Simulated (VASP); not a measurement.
# ZrB (Fm-3m) in VASP: further runs

ZrB is run at these levels: PBE, LDA, PBE+D3(BJ); tasks: single point.

All numbers are computed with VASP 6.6.1; they aren't measurements. Logs are shortened: lines on timing, memory, paths and dates and some standing lists are left out, and cuts for length are marked.

## Step 1: The cell of the first run

Symmetry: Fm-3m, No. 225, cubic system. Conventional cell: a = 4.650 Å, b = 4.650 Å, c = 4.650 Å, α = 90.00°, β = 90.00°, γ = 90.00°. Within 3.1 Å of Zr (site symmetry m-3m) lie 6 B at 2.33 Å. B (site symmetry m-3m) has 6 Zr at 2.33 Å within 3.1 Å.

## Step 2: Single point, PBE

Contents of INCAR:

```
PREC     = Accurate       # precision mode
ENCUT    = 500            # plane-wave cutoff, eV
EDIFF    = 1E-6           # SCF threshold, eV
ISMEAR   = 0              # smearing method
SIGMA    = 0.05           # smearing width, eV
LREAL    = False          # projectors in reciprocal space
LASPH    = True           # aspherical terms in the spheres
NELM     = 120            # most SCF steps
ALGO     = Normal         # electronic algorithm
ISIF     = 2              # what is computed and relaxed
LWAVE    = False          # write WAVECAR
LCHARG   = False          # write CHGCAR
GGA      = PE             # functional
NBANDS   = 14             # bands
GGA_COMPAT= False
```

Contents of KPOINTS:

```
Automatic mesh
0
Gamma
  8 8 8
```

Contents of POSCAR:

```
ZrB
1.0
    0.0000000000      2.3250013489      2.3250013489
    2.3250013489      0.0000000000      2.3250013489
    2.3250013489      2.3250013489      0.0000000000
Zr B
1 1
Direct
    0.5000000000      0.5000000000      0.5000000000
    0.0000000000      0.0000000000      0.0000000000
```

Potentials or basis: VASP PAW PBE potentials, release 64 (Zr_sv, B).

Command:

```bash
$ cat potpaw_PBE.64/Zr_sv/POTCAR potpaw_PBE.64/B/POTCAR > POTCAR
$ mpirun -np 1 vasp_std > vasp.out
```

OUTCAR:

```text
PREC = Accurate
   ENCUT = 500
   EDIFF = 1E-6
   ISMEAR = 0
   LREAL = False
   LASPH = True
   NELM = 120
   ISIF = 2
   GGA = PE

 ion  position               nearest neighbor table
   1  0.500  0.500  0.500-   2 2.33   2 2.33   2 2.33   2 2.33   2 2.33   2 2.33
   2  0.000  0.000  0.000-   1 2.33   1 2.33   1 2.33   1 2.33   1 2.33   1 2.33

  LATTYP: Found a face centered cubic cell.
 ALAT       =     4.6500026978

  Lattice vectors:

 A1 = (   0.0000000000,   2.3250013489,   2.3250013489)
 A2 = (   2.3250013489,   0.0000000000,   2.3250013489)
 A3 = (   2.3250013489,   2.3250013489,   0.0000000000)

Analysis of symmetry for initial positions (statically):
=====================================================================
 Subroutine PRICEL returns:
 Original cell was already a primitive cell.

 Routine SETGRP: Setting up the symmetry group for a
 face centered cubic supercell.

 Subroutine GETGRP returns: Found 48 space group operations
 (whereof 48 operations were pure point group operations)
 out of a pool of 48 trial point group operations.

The static configuration has the point symmetry O_h .

Analysis of symmetry for dynamics (positions and initial velocities):
=====================================================================
 Subroutine PRICEL returns:
 Original cell was already a primitive cell.

 Routine SETGRP: Setting up the symmetry group for a
 face centered cubic supercell.

 Subroutine GETGRP returns: Found 48 space group operations
 (whereof 48 operations were pure point group operations)
 out of a pool of 48 trial point group operations.

The dynamic configuration has the point symmetry O_h .

 Subroutine INISYM returns: Found 48 space group operations
 (whereof 48 operations are pure point group operations),
 and found     1 'primitive' translations

----------------------------------------------------------------------------------------

                                     Primitive cell

  volume of cell :      25.1362

  direct lattice vectors                    reciprocal lattice vectors
     0.000000000  2.325001349  2.325001349    -0.215053639  0.215053639  0.215053639
     2.325001349  0.000000000  2.325001349     0.215053639 -0.215053639  0.215053639
     2.325001349  2.325001349  0.000000000     0.215053639  0.215053639 -0.215053639

  length of vectors
     3.288048440  3.288048440  3.288048440     0.372483829  0.372483829  0.372483829

  position of ions in fractional coordinates (direct lattice)
     0.500000000  0.500000000  0.500000000
     0.000000000  0.000000000  0.000000000

  ion indices of the primitive-cell ions
   primitive index   ion index
                 1           1
[... 86 lines left out ...]
   EMIN   =  10.00;   EMAX   =-10.00  energy-range for DOS
   EFERMI =   0.00;   METHOD = LEGACY
   ISMEAR =     0;   SIGMA  =   0.05  broadening in eV -4-tet -1-fermi 0-gaus
   EFERMI_NEDOS =   21; number of points for ismear=-14 and -15
   IALGO  =     38    algorithm
   IMIX   =      4    mixing-type and parameters
     AMIX     =   0.40;   BMIX     =  1.00
     AMIX_MAG =   1.60;   BMIX_MAG =  1.00
  volume/ion in A,a.u.               =      12.57        84.81
  Fermi-wavevector in a.u.,A,eV,Ry     =   1.378284  2.604579 25.846535  1.899667
  Thomas-Fermi vector in A             =   2.503360
   LORBIT       =      0    0 simple, 1 ext, 2 COOP (PROOUT), +10 PAW based schemes
   GGA     = PE    functional components
   LHFCALC =     F    Hartree Fock is set to
   AEXX    =    0.0000 exact exchange contribution
   IVDW    =     0    specifies the selected vdW correction
   LEPSILON=     F    determine dielectric tensor
   LRPA    =     F    only Hartree local field effects (RPA)
 non-spin polarized calculation
 Gauss-broadening in eV      SIGMA  =   0.05
  energy-cutoff  :      500.00
  volume of cell :       25.14
 maximum number of plane-waves:       652
   NGX = 11   NGY = 11   NGZ = 11

 number of electron      15.0000000 magnetization

 Free energy of the ion-electron system (eV)
  ---------------------------------------------------
  ext. energy  EPLUGINS =         0.00000000
  ---------------------------------------------------
  free energy    TOTEN  =       -15.57309565 eV

  energy without entropy =      -15.57111674  energy(sigma->0) =      -15.57210619

 E-fermi :   9.0519     XC(G=0): -12.2197

 val. band max:        9.0144352238   @ k =   0.5000   0.2500   0.0000
 cond. band min:       9.0836301628   @ k =   0.2500   0.1250   0.0000
 fundamental gap:      0.0691949389
 Fermi energy:         9.0518929857

 k-point     1 :       0.0000    0.0000    0.0000
  band No.  band energies     occupation
      1     -37.7594      2.00000
      2     -15.4996      2.00000
      3     -15.4996      2.00000
      4     -15.4996      2.00000
      5       0.6938      2.00000
      6      10.9413      0.00000
      7      10.9413      0.00000
      8      10.9413      0.00000
      9      12.7202      0.00000
     10      12.7202      0.00000
     11      12.8482      0.00000
     12      12.8482      0.00000
     13      12.8482      0.00000
     14      20.1585      0.00000
[... 377 lines left out ...]
      1     -37.6189      2.00000
      2     -16.3168      2.00000
      3     -15.8525      2.00000
      4     -15.6784      2.00000
      5       4.2814      2.00000
      6       5.9876      2.00000
      7       8.0773      2.00000
      8       8.2721      2.00000
      9      14.0775      0.00000
     10      14.1900      0.00000
     11      15.9256      0.00000
     12      19.7783      0.00000
     13      19.9646      0.00000
     14      21.1074      0.00000

 [... further k-points ...]

------------------------ aborting loop because EDIFF is reached ----------------------------------------

  FORCE on cell =-STRESS in cart. coord.  units (eV):
  Direction    XX          YY          ZZ          XY          YZ          ZX
  --------------------------------------------------------------------------------------
  -------------------------------------------------------------------------------------
  Total        5.5312185      5.5312185      5.5312185      0.0000000      0.0000000     -0.0000000
  in kB      352.5589735    352.5589735    352.5589735      0.0000000      0.0000000     -0.0000000
  external PRESSURE =     352.5589735 kB  Pullay stress =       0.0000000 kB

 VOLUME and BASIS-vectors are now :
 -----------------------------------------------------------------------------
  energy-cutoff  :      500.00
  volume of cell :       25.14
      direct lattice vectors                 reciprocal lattice vectors
     0.000000000  2.325001349  2.325001349    -0.215053639  0.215053639  0.215053639
     2.325001349  0.000000000  2.325001349     0.215053639 -0.215053639  0.215053639
     2.325001349  2.325001349  0.000000000     0.215053639  0.215053639 -0.215053639

 POSITION                                       TOTAL-FORCE (eV/Angst)
 -----------------------------------------------------------------------------------
      2.32500      2.32500      2.32500        -0.000000     -0.000000     -0.000000
      0.00000      0.00000      0.00000         0.000000      0.000000      0.000000
 -----------------------------------------------------------------------------------
    total drift:                               -0.000000     -0.000000      0.000000

  FREE ENERGIE OF THE ION-ELECTRON SYSTEM (eV)
  ---------------------------------------------------
  free  energy   TOTEN  =       -15.5730956508 eV

  energy  without entropy=      -15.5711167367  energy(sigma->0) =      -15.57210619
```

stdout:

```text
POSCAR found type information on POSCAR ZrB
 POSCAR found :  2 types and       2 ions
 scaLAPACK will be used
 LDA part: xc-table for (Slater+PW92), standard interpolation
 POSCAR, INCAR and KPOINTS ok, starting setup
 FFT: planning ... GRIDC
 FFT: planning ... GRID_SOFT
 FFT: planning ... GRID
 WAVECAR not read
 entering main loop
```

Run time: 12 s. Hardware: 1 thread of Intel Xeon Platinum 8259CL at 2.50GHz (Skylake/Cascade Lake), shared host; peak memory 0.14 GiB.

Results:

* Free energy: -15.5731 eV
* Pressure: 35.3 GPa
* Band gap on the k mesh: zero (an odd number of electrons rules out a gap without spin polarisation)

Caveat: the cell stands under pressure.

## Step 3: Single point, LDA

Contents of INCAR:

```
SYSTEM = ZrB
ALGO = Normal
EDIFF = 1E-6
ENCUT = 500
GGA_COMPAT = .False.
ISIF = 2
ISMEAR = 0
LASPH = .True.
LCHARG = .False.
LREAL = .False.
LWAVE = .False.
NBANDS = 14
NELM = 120
PREC = Accurate
SIGMA = 0.05
```

Contents of KPOINTS:

```
k-points
0
Gamma
  8 8 8
  0 0 0
```

POSCAR is that of step 2.

Potentials or basis: VASP PAW LDA potentials, release 64 (Zr_sv, B).

Command:

```bash
$ cat potpaw_LDA.64/Zr_sv/POTCAR potpaw_LDA.64/B/POTCAR > POTCAR
$ mpirun -np 1 vasp_std > vasp.out
```

OUTCAR:

```text
SYSTEM = ZrB
   EDIFF = 1E-6
   ENCUT = 500
   ISIF = 2
   ISMEAR = 0
   LASPH = .True.
   LREAL = .False.
   NELM = 120
   PREC = Accurate

 ion  position               nearest neighbor table
   1  0.500  0.500  0.500-   2 2.33   2 2.33   2 2.33   2 2.33   2 2.33   2 2.33
   2  0.000  0.000  0.000-   1 2.33   1 2.33   1 2.33   1 2.33   1 2.33   1 2.33

  LATTYP: Found a face centered cubic cell.
 ALAT       =     4.6500026978

  Lattice vectors:

 A1 = (   0.0000000000,   2.3250013489,   2.3250013489)
 A2 = (   2.3250013489,   0.0000000000,   2.3250013489)
 A3 = (   2.3250013489,   2.3250013489,   0.0000000000)

Analysis of symmetry for initial positions (statically):
=====================================================================
 Subroutine PRICEL returns:
 Original cell was already a primitive cell.

 Routine SETGRP: Setting up the symmetry group for a
 face centered cubic supercell.

 Subroutine GETGRP returns: Found 48 space group operations
 (whereof 48 operations were pure point group operations)
 out of a pool of 48 trial point group operations.

The static configuration has the point symmetry O_h .

Analysis of symmetry for dynamics (positions and initial velocities):
=====================================================================
 Subroutine PRICEL returns:
 Original cell was already a primitive cell.

 Routine SETGRP: Setting up the symmetry group for a
 face centered cubic supercell.

 Subroutine GETGRP returns: Found 48 space group operations
 (whereof 48 operations were pure point group operations)
 out of a pool of 48 trial point group operations.

The dynamic configuration has the point symmetry O_h .

 Subroutine INISYM returns: Found 48 space group operations
 (whereof 48 operations are pure point group operations),
 and found     1 'primitive' translations

----------------------------------------------------------------------------------------

                                     Primitive cell

  volume of cell :      25.1362

  direct lattice vectors                    reciprocal lattice vectors
     0.000000000  2.325001349  2.325001349    -0.215053639  0.215053639  0.215053639
     2.325001349  0.000000000  2.325001349     0.215053639 -0.215053639  0.215053639
     2.325001349  2.325001349  0.000000000     0.215053639  0.215053639 -0.215053639

  length of vectors
     3.288048440  3.288048440  3.288048440     0.372483829  0.372483829  0.372483829

  position of ions in fractional coordinates (direct lattice)
     0.500000000  0.500000000  0.500000000
     0.000000000  0.000000000  0.000000000

  ion indices of the primitive-cell ions
   primitive index   ion index
                 1           1
                 2           2

----------------------------------------------------------------------------------------

 KPOINTS: k-points

Automatic generation of k-mesh.
 Grid dimensions read from file:
 generate k-points for:    8    8    8

 Generating k-lattice:

  Cartesian coordinates                     Fractional coordinates (reciprocal lattice)
    -0.026881705  0.026881705  0.026881705     0.125000000  0.000000000  0.000000000
     0.026881705 -0.026881705  0.026881705     0.000000000  0.125000000  0.000000000
[... 41 lines left out ...]
   number of dos      NEDOS =    301   number of ions     NIONS =      2
   total plane-waves  NPLWV =  13824
   dimension x,y,z NGX =    24 NGY =   24 NGZ =   24
   dimension x,y,z NGXF=    48 NGYF=   48 NGZF=   48
   ions per type =               1   1
   NGX,Y,Z   is equivalent  to a cutoff of  12.13, 12.13, 12.13 a.u.
   NGXF,Y,Z  is equivalent  to a cutoff of  24.27, 24.27, 24.27 a.u.
 SYSTEM =  ZrB
   PREC   = accura    normal or accurate (medium, high low for compatibility)
   ISTART =      0    job   : 0-new  1-cont  2-samecut
   ICHARG =      2    charge: 1-file 2-atom 10-const
   ISPIN  =      1    spin polarized calculation?
   LNONCOLLINEAR =      F non collinear calculations
   LSORBIT =      F    spin-orbit coupling
   LASPH  =      T    aspherical Exc in radial PAW
   ENCUT  =  500.0 eV  36.75 Ry    6.06 a.u.   5.99  5.99  5.99*2*pi/ulx,y,z
   NELM   =    120;   NELMIN=  2; NELMDL= -5     # of ELM steps
   EDIFF  = 0.1E-05   stopping-criterion for ELM
   LREAL  =      F    real-space projection
   EDIFFG = 0.1E-04   stopping-criterion for IOM
   NSW    =      0    number of steps for IOM
   IBRION =     -1    ionic relax: 0-MD 1-quasi-New 2-CG
   NFREE  =      0    steps in history (QN), initial steepest desc. (CG)
   ISIF   =      2    stress and relaxation
   ISYM   =      2    0-nonsym 1-usesym 2-fastsym
   POTIM  = 0.5000    time-step for ionic-motion
   TEBEG  =    0.0;   TEEND  =   0.0 temperature during run
   PSTRESS=    0.0 pullay stress
   NELECT =      15.0000    total number of electrons
   NUPDOWN=      -1.0000    fix difference up-down
   EMIN   =  10.00;   EMAX   =-10.00  energy-range for DOS
   EFERMI =   0.00;   METHOD = LEGACY
   ISMEAR =     0;   SIGMA  =   0.05  broadening in eV -4-tet -1-fermi 0-gaus
   EFERMI_NEDOS =   21; number of points for ismear=-14 and -15
   IALGO  =     38    algorithm
   IMIX   =      4    mixing-type and parameters
     AMIX     =   0.40;   BMIX     =  1.00
     AMIX_MAG =   1.60;   BMIX_MAG =  1.00
  volume/ion in A,a.u.               =      12.57        84.81
  Fermi-wavevector in a.u.,A,eV,Ry     =   1.378284  2.604579 25.846535  1.899667
  Thomas-Fermi vector in A             =   2.503360
   LORBIT       =      0    0 simple, 1 ext, 2 COOP (PROOUT), +10 PAW based schemes
   GGA     = CA    functional components
   LHFCALC =     F    Hartree Fock is set to
   AEXX    =    0.0000 exact exchange contribution
   IVDW    =     0    specifies the selected vdW correction
   LEPSILON=     F    determine dielectric tensor
   LRPA    =     F    only Hartree local field effects (RPA)
 non-spin polarized calculation
 Gauss-broadening in eV      SIGMA  =   0.05
  energy-cutoff  :      500.00
  volume of cell :       25.14
 maximum number of plane-waves:       652
   NGX = 11   NGY = 11   NGZ = 11

 number of electron      15.0000000 magnetization

 Free energy of the ion-electron system (eV)
  ---------------------------------------------------
  ext. energy  EPLUGINS =         0.00000000
  ---------------------------------------------------
  free energy    TOTEN  =       -17.28215226 eV

  energy without entropy =      -17.27980558  energy(sigma->0) =      -17.28097892

 E-fermi :   8.9375     XC(G=0): -12.3886

 val. band max:        8.9085705312   @ k =   0.5000   0.2500   0.0000
 cond. band min:       8.9625674894   @ k =   0.2500   0.1250   0.0000
 fundamental gap:      0.0539969582
 Fermi energy:         8.9374678804

 k-point     1 :       0.0000    0.0000    0.0000
  band No.  band energies     occupation
      1     -37.5962      2.00000
      2     -15.4821      2.00000
      3     -15.4821      2.00000
      4     -15.4821      2.00000
      5       0.7101      2.00000
      6      10.7874      0.00000
      7      10.7874      0.00000
      8      10.7874      0.00000
      9      12.6039      0.00000
     10      12.6039      0.00000
     11      12.7328      0.00000
     12      12.7328      0.00000
     13      12.7328      0.00000
     14      20.0959      0.00000
[... 377 lines left out ...]
      1     -37.4520      2.00000
      2     -16.3116      2.00000
      3     -15.8415      2.00000
      4     -15.6642      2.00000
      5       4.3170      2.00000
      6       5.8952      2.00000
      7       7.9966      2.00000
      8       8.1676      2.00000
      9      13.9431      0.00000
     10      14.0356      0.00000
     11      15.7690      0.00000
     12      19.7176      0.00000
     13      19.8483      0.00000
     14      21.0097      0.00000

 [... further k-points ...]

------------------------ aborting loop because EDIFF is reached ----------------------------------------

  FORCE on cell =-STRESS in cart. coord.  units (eV):
  Direction    XX          YY          ZZ          XY          YZ          ZX
  --------------------------------------------------------------------------------------
  -------------------------------------------------------------------------------------
  Total        4.0822552      4.0822552      4.0822552      0.0000000      0.0000000      0.0000000
  in kB      260.2022884    260.2022884    260.2022884      0.0000000      0.0000000      0.0000000
  external PRESSURE =     260.2022884 kB  Pullay stress =       0.0000000 kB

 VOLUME and BASIS-vectors are now :
 -----------------------------------------------------------------------------
  energy-cutoff  :      500.00
  volume of cell :       25.14
      direct lattice vectors                 reciprocal lattice vectors
     0.000000000  2.325001349  2.325001349    -0.215053639  0.215053639  0.215053639
     2.325001349  0.000000000  2.325001349     0.215053639 -0.215053639  0.215053639
     2.325001349  2.325001349  0.000000000     0.215053639  0.215053639 -0.215053639

 POSITION                                       TOTAL-FORCE (eV/Angst)
 -----------------------------------------------------------------------------------
      2.32500      2.32500      2.32500         0.000000     -0.000000      0.000000
      0.00000      0.00000      0.00000        -0.000000      0.000000     -0.000000
 -----------------------------------------------------------------------------------
    total drift:                               -0.000000     -0.000000      0.000000

  FREE ENERGIE OF THE ION-ELECTRON SYSTEM (eV)
  ---------------------------------------------------
  free  energy   TOTEN  =       -17.2821522551 eV

  energy  without entropy=      -17.2798055798  energy(sigma->0) =      -17.28097892
```

stdout:

```text
POSCAR found type information on POSCAR ZrB
 POSCAR found :  2 types and       2 ions
 scaLAPACK will be used
 LDA part: xc-table for (Slater(with rela. corr.)+CA(PZ))
 , standard interpolation
 POSCAR, INCAR and KPOINTS ok, starting setup
 FFT: planning ... GRIDC
 FFT: planning ... GRID_SOFT
 FFT: planning ... GRID
 WAVECAR not read
 entering main loop
```

Wall time 10 s (1 thread of Intel Xeon Platinum 8259CL at 2.50GHz (Skylake/Cascade Lake), shared host); peak memory 0.13 GiB.

Results:

```yaml
Free_energy: -17.2822 eV
Pressure: 26.0 GPa
Band_gap_on_the_k_mesh: zero (an odd number of electrons rules out a gap without spin polarisation)
```

Levels at points of the mesh, in eV from the Fermi level:
| k point | band 5 | band 6 | band 7 | band 8 | band 9 | band 10 | band 11 | band 12 |
| --- | --- | --- | --- | --- | --- | --- | --- | --- |
| (0.00, 0.00, 0.00) | -8.23 | 1.85 | 1.85 | 1.85 | 3.67 | 3.67 | 3.80 | 3.80 |
| (0.50, 0.00, 0.00) | -4.21 | -3.44 | -1.44 | -1.44 | 5.70 | 5.70 | 7.29 | 8.30 |
| (0.50, 0.50, 0.00) | -6.39 | -1.17 | -0.26 | 2.55 | 2.55 | 5.45 | 6.86 | 6.86 |

Caveat: the cell stands under pressure.

(Part 1 of 2 ends here.)
